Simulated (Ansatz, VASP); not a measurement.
**CuO: VASP beside Ansatz**

The input POSCAR:

```
CuO
1.0
    0.0000000000      2.3272527300      2.3272527300
    2.3272527300      0.0000000000      2.3272527300
    2.3272527300      2.3272527300      0.0000000000
Cu O
1 1
Direct
    0.0000000000      0.0000000000      0.0000000000
    0.2500000000      0.2500000000      0.2500000000
```

File INCAR.step1:

```
PREC = Accurate
ENCUT = 600
ISMEAR = -1
SIGMA = 0.05
LREAL = F
LASPH = T
NELM = 150
LMAXMIX = 4
LDAU = T
LDAUTYPE = 2
LDAUL = 2 -1
LDAUU = 5.3 0
LDAUJ = 0 0
GGA = PE
ALGO = Normal
EDIFF = 1E-4
LWAVE = T
LCHARG = F
```

INCAR.step2

```
PREC = Accurate
ENCUT = 600
EDIFF = 1E-6
ISMEAR = -1
SIGMA = 0.05
LREAL = F
LASPH = T
NELM = 150
ALGO = Normal
ISIF = 3
LWAVE = F
LCHARG = F
LMAXMIX = 4
LDAU = T
LDAUTYPE = 2
LDAUL = 2 -1
LDAUU = 5.3 0
LDAUJ = 0 0
LDAUPRINT = 1
METAGGA = R2SCAN
LMIXTAU = T
IBRION = 2
NSW = 60
EDIFFG = -0.01
ISTART = 1
```

File KPOINTS:

```
Automatic mesh
0
Gamma
  10 10 10
```

File input.yaml:

```yaml
crystal:
  lattice:
    - [0.0, 2.32725273, 2.32725273]
    - [2.32725273, 0.0, 2.32725273]
    - [2.32725273, 2.32725273, 0.0]
  atoms:
    - { symbol: Cu, position: [0.0, 0.0, 0.0] }
    - { symbol: O, position: [0.25, 0.25, 0.25] }
hamiltonian:
  xc: r2scan
  pseudopotentials: { kind: paw }
  hubbard: { sites: [{ species: Cu, l: d, u_eff: 5.3 }] }
kpoints:
  mp_grid: { grid: [10, 10, 10] }
scf:
  occupations: { method: fermi_dirac, width: 0.05 }
output:
  forces: true
  stress: true
  eigenvalues: true
relax:
  f_tol: 0.01
  max_steps: 40
  cell: { stress_tol: 0.05 }
```

Alike in both runs: task relaxation of cell and atoms; functional r2SCAN; k mesh 10 × 10 × 10; occupations fermi-dirac, width 0.05 eV; no spin polarisation; Hubbard terms Cu d U = 5.3 eV.

```csv
,VASP,Ansatz
version,VASP 6.6.1,Ansatz 0.2.0
potentials or method,"VASP PAW PBE potentials, release 64 (Cu, O)",Ansatz PAW
plane-wave cutoff (eV),600,500
valence electrons in the cell,17,25
```

|  | VASP | Ansatz | Ansatz less VASP |
| --- | --- | --- | --- |
| gap on the k mesh at the Fermi level, each at its own relaxed structure (eV) | none | none | - |
| relaxed volume (Å³/atom) | 10.87 | 11.33 | +0.456 |
| relaxed cell length with the largest relative difference (Å) | 3.133 | 3.176 | +0.0432 |

VASP's potentials were made for PBE, not for r2SCAN. The programs project onto different local orbitals, so the same U acts differently, and such runs can settle in different states. A gap of «none» marks a metal or a gap that the smearing closes. VASP's potentials hold 17 valence electrons a cell and Ansatz's 25, so a difference there can come from the potentials and not from the codes.

Noted on Ansatz's run: the plane-wave basis is chosen anew once the cell has moved, so the energies of steps on either side of that aren't comparable.
